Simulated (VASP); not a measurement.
# Au (P6_3/mmc) in VASP: single point with HSE06

Aim: the single point of Au with HSE06.

Program: VASP 6.6.1. These are calculated values, not measurements. Logs are shortened: lines on timing, memory, paths and dates and some standing lists are left out, and cuts for length are marked.

### 1 The cell of the first run

The structure is hexagonal, space group P6_3/mmc (No. 194). The conventional cell has a = 2.916 Å, b = 2.916 Å, c = 4.885 Å, α = 90.00°, β = 90.00°, γ = 120.00°. Au (site symmetry -6m2) has 12 Au at 2.92 to 2.97 Å within 3.8 Å.

This isn't the form of Au at room conditions, which is fcc.

### 2 Single point, HSE06

Input file POSCAR:

```
Au
1.0
    2.9156283372      0.0000000000      0.0000000000
   -1.4578141686      2.5250082080      0.0000000000
    0.0000000000      0.0000000000      4.8851650052
Au
2
Direct
    0.3333333333      0.6666666667      0.2500000000
    0.6666666667      0.3333333333      0.7500000000
```

Input file INCAR.step1:

```
PREC = Accurate
ENCUT = 520
EDIFF = 1E-5
ISMEAR = -1
SIGMA = 0.1
LREAL = F
LASPH = T
NELM = 80
ALGO = Normal
ISIF = 2
LWAVE = T
LCHARG = F
GGA = PE
NBANDS = 18
```

Input file INCAR.step2:

```
PREC = Accurate
ENCUT = 520
EDIFF = 1E-6
ISMEAR = -1
SIGMA = 0.1
LREAL = F
LASPH = T
NELM = 80
ALGO = Normal
ISIF = 2
LWAVE = F
LCHARG = F
GGA = PE
LHFCALC = T
HFSCREEN = 0.2079
PRECFOCK = Normal
ISTART = 1
NBANDS = 18
```

Input file KPOINTS:

```
regular mesh
0
Gamma
  6 6 4
```

Potentials or basis: VASP PAW PBE potentials, release 64 (Au).

Started as:

```sh
$ cat potpaw_PBE.64/Au/POTCAR > POTCAR
$ cp INCAR.step1 INCAR
$ mpirun -np 1 vasp_std > vasp.out
$ cp INCAR.step2 INCAR
$ mpirun -np 1 vasp_std > vasp.out
```

OUTCAR:

```text
PREC = Accurate
   ENCUT = 520
   EDIFF = 1E-6
   ISMEAR = -1
   LREAL = F
   LASPH = T
   NELM = 80
   ISIF = 2
   GGA = PE
   LHFCALC = T
   HFSCREEN = 0.2079
   PRECFOCK = Normal
   ISTART = 1

 ion  position               nearest neighbor table
   1  0.333  0.667  0.250-   2 2.97   2 2.97   2 2.97   2 2.97   2 2.97   2 2.97
   2  0.667  0.333  0.750-   1 2.97   1 2.97   1 2.97   1 2.97   1 2.97   1 2.97

  LATTYP: Found a hexagonal cell.
 ALAT       =     2.9156283372
 C/A-ratio  =     1.6755101955

  Lattice vectors:

 A1 = (   2.9156283372,   0.0000000000,   0.0000000000)
 A2 = (  -1.4578141686,   2.5250082080,   0.0000000000)
 A3 = (   0.0000000000,   0.0000000000,   4.8851650052)

Analysis of symmetry for initial positions (statically):
=====================================================================
 Subroutine PRICEL returns:
 Original cell was already a primitive cell.

 Routine SETGRP: Setting up the symmetry group for a
 hexagonal supercell.

 Subroutine GETGRP returns: Found 24 space group operations
 (whereof 12 operations were pure point group operations)
 out of a pool of 24 trial point group operations.

The static configuration has the point symmetry D_3d.
 The point group associated with its full space group is D_6h.

Analysis of symmetry for dynamics (positions and initial velocities):
=====================================================================
 Subroutine PRICEL returns:
 Original cell was already a primitive cell.

 Routine SETGRP: Setting up the symmetry group for a
 hexagonal supercell.

 Subroutine GETGRP returns: Found 24 space group operations
 (whereof 12 operations were pure point group operations)
 out of a pool of 24 trial point group operations.

The dynamic configuration has the point symmetry D_3d.
 The point group associated with its full space group is D_6h.

 Subroutine INISYM returns: Found 24 space group operations
 (whereof 12 operations are pure point group operations),
 and found     1 'primitive' translations

----------------------------------------------------------------------------------------

                                     Primitive cell

  volume of cell :      35.9645

  direct lattice vectors                    reciprocal lattice vectors
     2.915628337  0.000000000  0.000000000     0.342979243  0.198019158  0.000000000
    -1.457814169  2.525008208  0.000000000     0.000000000  0.396038317  0.000000000
     0.000000000  0.000000000  4.885165005     0.000000000  0.000000000  0.204701376

  length of vectors
     2.915628337  2.915628337  4.885165005     0.396038317  0.396038317  0.204701376

  position of ions in fractional coordinates (direct lattice)
     0.333333333  0.666666667  0.250000000
     0.666666667  0.333333333  0.750000000

  ion indices of the primitive-cell ions
   primitive index   ion index
                 1           1
                 2           2

----------------------------------------------------------------------------------------

 KPOINTS: regular mesh

Automatic generation of k-mesh.
 Grid dimensions read from file:
 generate k-points for:    6    6    4

 Generating k-lattice:

  Cartesian coordinates                     Fractional coordinates (reciprocal lattice)
     0.057163207  0.033003193  0.000000000     0.166666667 -0.000000000  0.000000000
     0.000000000  0.066006386  0.000000000     0.000000000  0.166666667  0.000000000
     0.000000000  0.000000000  0.051175344     0.000000000  0.000000000  0.250000000

  Length of vectors
     0.066006386  0.066006386  0.051175344

  Shift w.r.t. Gamma in fractional coordinates (k-lattice)
     0.000000000  0.000000000  0.000000000

 Subroutine IBZKPT returns following result:
 ===========================================

 Found     21 irreducible k-points:

 Following reciprocal coordinates:
            Coordinates               Weight
  0.000000  0.000000  0.000000      1.000000
  0.166667  0.000000  0.000000      6.000000
  0.333333  0.000000  0.000000      6.000000
  0.500000  0.000000  0.000000      3.000000
  0.166667  0.166667  0.000000      6.000000
  0.333333  0.166667  0.000000     12.000000
[... 13 lines left out ...]
  0.333333  0.166667  0.500000     12.000000
  0.333333  0.333333  0.500000      2.000000
   k-points           NKPTS =     21   k-points in BZ     NKDIM =    144   number of bands    NBANDS=     18
   number of dos      NEDOS =    301   number of ions     NIONS =      2
   total plane-waves  NPLWV =  20736
   dimension x,y,z NGX =    24 NGY =   24 NGZ =   36
   dimension x,y,z NGXF=    48 NGYF=   48 NGZF=   72
   ions per type =               2
   NGX,Y,Z   is equivalent  to a cutoff of  13.68, 13.68, 12.25 a.u.
   NGXF,Y,Z  is equivalent  to a cutoff of  27.37, 27.37, 24.50 a.u.
 SYSTEM =  unknown system
   PREC   = accura    normal or accurate (medium, high low for compatibility)
   ISTART =      1    job   : 0-new  1-cont  2-samecut
   ICHARG =      0    charge: 1-file 2-atom 10-const
   ISPIN  =      1    spin polarized calculation?
   LNONCOLLINEAR =      F non collinear calculations
   LSORBIT =      F    spin-orbit coupling
   LASPH  =      T    aspherical Exc in radial PAW
   ENCUT  =  520.0 eV  38.22 Ry    6.18 a.u.   5.42  5.42  9.08*2*pi/ulx,y,z
   NELM   =     80;   NELMIN=  2; NELMDL=  0     # of ELM steps
   EDIFF  = 0.1E-05   stopping-criterion for ELM
   LREAL  =      F    real-space projection
   EDIFFG = 0.1E-04   stopping-criterion for IOM
   NSW    =      0    number of steps for IOM
   IBRION =     -1    ionic relax: 0-MD 1-quasi-New 2-CG
   NFREE  =      0    steps in history (QN), initial steepest desc. (CG)
   ISIF   =      2    stress and relaxation
   ISYM   =      3    0-nonsym 1-usesym 2-fastsym
   POTIM  = 0.5000    time-step for ionic-motion
   TEBEG  =    0.0;   TEEND  =   0.0 temperature during run
   PSTRESS=    0.0 pullay stress
   NELECT =      22.0000    total number of electrons
   NUPDOWN=      -1.0000    fix difference up-down
   EMIN   =  10.00;   EMAX   =-10.00  energy-range for DOS
   EFERMI =   0.00;   METHOD = LEGACY
   ISMEAR =    -1;   SIGMA  =   0.10  broadening in eV -4-tet -1-fermi 0-gaus
   EFERMI_NEDOS =   21; number of points for ismear=-14 and -15
   IALGO  =     38    algorithm
   IMIX   =      1    mixing-type and parameters
     AMIX     =   0.40;   BMIX     =  1.00
     AMIX_MAG =   1.60;   BMIX_MAG =  1.00
  volume/ion in A,a.u.               =      17.98       121.35
  Fermi-wavevector in a.u.,A,eV,Ry     =   1.389710  2.626172 26.276866  1.931295
  Thomas-Fermi vector in A             =   2.513715
   LORBIT       =      0    0 simple, 1 ext, 2 COOP (PROOUT), +10 PAW based schemes
   GGA     = PE    functional components
   LHFCALC =     T    Hartree Fock is set to
   PRECFOCK=normal    Normal, Fast or Accurate (Low or Medium for compatibility)
   ENCUT4O =  -1.0   cutoff for four orbital integrals eV
   NKREDX  =     1    reduce k-point grid by
   NKREDY  =     1    reduce k-point grid by
   NKREDZ  =     1    reduce k-point grid by
   AEXX    =    0.2500 exact exchange contribution
   HFSCREEN=    0.2079 screening length (either q_TF or 0.3 A-1)
   HFSCREENC=   0.2079 screening length for correlation (either q_TF or 0.3 A-1)
   ENCUTFOCK=  -1.0 apply spherical cutoff to Coloumb kernel
   IVDW    =     0    specifies the selected vdW correction
   LEPSILON=     F    determine dielectric tensor
   LRPA    =     F    only Hartree local field effects (RPA)
 non-spin polarized calculation
  energy-cutoff  :      520.00
  volume of cell :       35.96
 maximum number of plane-waves:       996
 NGX is ok and might be reduce to    24
  NGX = 18; NGY = 18; NGZ = 28

 number of electron      21.9999998 magnetization

 Free energy of the ion-electron system (eV)
  ---------------------------------------------------
  ext. energy  EPLUGINS =         0.00000000
  ---------------------------------------------------
  free energy    TOTEN  =        -6.74281752 eV

  energy without entropy =       -6.72006037  energy(sigma->0) =       -6.73143895

 E-fermi :   8.3198     XC(G=0): -10.1165

 val. band max:        8.1549974568   @ k =   0.3333   0.1667   0.2500
 cond. band min:       8.4024070016   @ k =   0.5000   0.0000   0.2500
 fundamental gap:      0.2474095448
 Fermi energy:         8.3197521397

 k-point     1 :       0.0000    0.0000    0.0000
  band No.  band energies     occupation
      1      -1.9042      2.00000
      2       0.3527      2.00000
      3       2.6730      2.00000
      4       2.9547      2.00000
      5       2.9547      2.00000
      6       3.2503      2.00000
[... 10 lines left out ...]
     17      27.5933      0.00000
     18      27.5933      0.00000

 k-point     2 :       0.1667    0.0000    0.0000
  band No.  band energies     occupation
      1      -1.0031      2.00000
      2       0.9583      2.00000
      3       2.4306      2.00000
      4       2.9569      2.00000
      5       3.1564      2.00000
      6       3.3771      2.00000
[... 10 lines left out ...]
     17      25.9542      0.00000
     18      26.5511      0.00000

 k-point     3 :       0.3333    0.0000    0.0000
  band No.  band energies     occupation
      1       0.6277      2.00000
      2       1.0534      2.00000
      3       1.7652      2.00000
      4       2.9793      2.00000
      5       3.1267      2.00000
      6       3.1997      2.00000
[... 10 lines left out ...]
     17      22.8105      0.00000
     18      25.2473      0.00000

 k-point     4 :       0.5000    0.0000    0.0000
  band No.  band energies     occupation
      1       0.7337      2.00000
      2       0.9179      2.00000
      3       1.2484      2.00000
      4       2.9263      2.00000
      5       3.1741      2.00000
      6       3.4700      2.00000
[... 10 lines left out ...]
     17      20.5320      0.00000
     18      24.1252      0.00000

 k-point     5 :       0.1667    0.1667    0.0000
  band No.  band energies     occupation
      1       0.4768      2.00000
      2       1.6669      2.00000
      3       2.0345      2.00000
      4       2.1832      2.00000
      5       2.9455      2.00000
      6       2.9553      2.00000
[... 10 lines left out ...]
     17      25.4843      0.00000
     18      25.6249      0.00000

 k-point     6 :       0.3333    0.1667    0.0000
  band No.  band energies     occupation
      1       1.3468      2.00000
      2       1.4222      2.00000
      3       1.4302      2.00000
      4       2.7614      2.00000
      5       3.0510      2.00000
      6       3.2329      2.00000
[... 10 lines left out ...]
     17      21.6208      0.00000
     18      23.4786      0.00000

 k-point     7 :       0.3333    0.3333    0.0000
  band No.  band energies     occupation
      1       1.3625      2.00000
      2       2.0336      2.00000
      3       2.0336      2.00000
      4       2.5580      2.00000
      5       2.8292      2.00000
      6       2.8292      2.00000
[... 10 lines left out ...]
     17      19.5685      0.00000
     18      19.5685      0.00000

 k-point     8 :       0.0000    0.0000    0.2500
  band No.  band energies     occupation
      1      -1.3607      2.00000
      2       0.3592      2.00000
      3       2.5877      2.00000
      4       2.8694      2.00000
      5       2.8694      2.00000
      6       3.1163      2.00000
[... 10 lines left out ...]
     17      27.2855      0.00000
     18      27.2855      0.00000
[... 166 lines left out ...]
     17      25.7329      0.00000
     18      25.7329      0.00000

 k-point    17 :       0.3333    0.0000    0.5000
  band No.  band energies     occupation
      1       0.9211      2.00000
      2       0.9211      2.00000
      3       1.8799      2.00000
      4       1.8799      2.00000
      5       4.0133      2.00000
      6       4.0133      2.00000
[... 10 lines left out ...]
     17      24.1685      0.00000
     18      24.1685      0.00000

 k-point    18 :       0.5000    0.0000    0.5000
  band No.  band energies     occupation
      1       0.6780      2.00000
      2       0.6780      2.00000
      3       1.6492      2.00000
      4       1.6492      2.00000
      5       4.0392      2.00000
      6       4.0392      2.00000
[... 10 lines left out ...]
     17      22.7347      0.00000
     18      22.7347      0.00000

 k-point    19 :       0.1667    0.1667    0.5000
  band No.  band energies     occupation
      1       1.3235      2.00000
      2       1.3235      2.00000
      3       2.2770      2.00000
      4       2.2770      2.00000
      5       2.6073      2.00000
      6       2.6073      2.00000
[... 10 lines left out ...]
     17      22.2889      0.00000
     18      22.2889      0.00000

 k-point    20 :       0.3333    0.1667    0.5000
  band No.  band energies     occupation
      1       1.1678      2.00000
      2       1.1678      2.00000
      3       2.0319      2.00000
      4       2.0319      2.00000
      5       3.4451      2.00000
      6       3.4451      2.00000
[... 10 lines left out ...]
     17      23.0512      0.00000
     18      23.0512      0.00000

 k-point    21 :       0.3333    0.3333    0.5000
  band No.  band energies     occupation
      1       1.6494      2.00000
      2       1.6494      2.00000
      3       2.3078      2.00000
      4       2.3078      2.00000
      5       3.0349      2.00000
      6       3.0349      2.00000
[... 10 lines left out ...]
     17      25.1032      0.00000
     18      25.1032      0.00000

------------------------ aborting loop because EDIFF is reached ----------------------------------------

  FORCE on cell =-STRESS in cart. coord.  units (eV):
  Direction    XX          YY          ZZ          XY          YZ          ZX
  --------------------------------------------------------------------------------------
  -------------------------------------------------------------------------------------
  Total        0.1005179      0.1005179     -1.3992398      0.0000000     -0.0000000      0.0000000
  in kB        4.4779545      4.4779545    -62.3345070      0.0000000     -0.0000000      0.0000000
  external PRESSURE =     -17.7928660 kB  Pullay stress =       0.0000000 kB

 VOLUME and BASIS-vectors are now :
 -----------------------------------------------------------------------------
  energy-cutoff  :      520.00
  volume of cell :       35.96
      direct lattice vectors                 reciprocal lattice vectors
     2.915628337  0.000000000  0.000000000     0.342979243  0.198019158  0.000000000
    -1.457814169  2.525008208  0.000000000     0.000000000  0.396038317  0.000000000
     0.000000000  0.000000000  4.885165005     0.000000000  0.000000000  0.204701376

 POSITION                                       TOTAL-FORCE (eV/Angst)
 -----------------------------------------------------------------------------------
     -0.00000      1.68334      1.22129        -0.000000      0.000000     -0.000000
      1.45781      0.84167      3.66387         0.000000     -0.000000      0.000000
 -----------------------------------------------------------------------------------
    total drift:                                0.000000      0.000000      0.000000

  FREE ENERGIE OF THE ION-ELECTRON SYSTEM (eV)
  ---------------------------------------------------
  free  energy   TOTEN  =        -6.7428175210 eV

  energy  without entropy=       -6.7200603703  energy(sigma->0) =       -6.73143895
```

Wall time 83 min (1 thread of AMD EPYC 7R43 (Zen 3), shared host); peak memory 0.24 GiB.

What came out:

- Free energy: -6.7428 eV
- Pressure: -1.8 GPa
- Band gap on the k mesh: zero (bands 11 and 12 overlap by 8.43 eV)

Caveat: the k points lie up to 0.41 Å⁻¹ apart, too coarse for converged energies and pressures of a metal; the PAW data sets were made with another functional, which shifts forces and pressure a little; spin-orbit coupling is left out, which moves the levels of the heavy elements.

The gap in the log of VASP goes by the Fermi energy; the results here count the filled bands.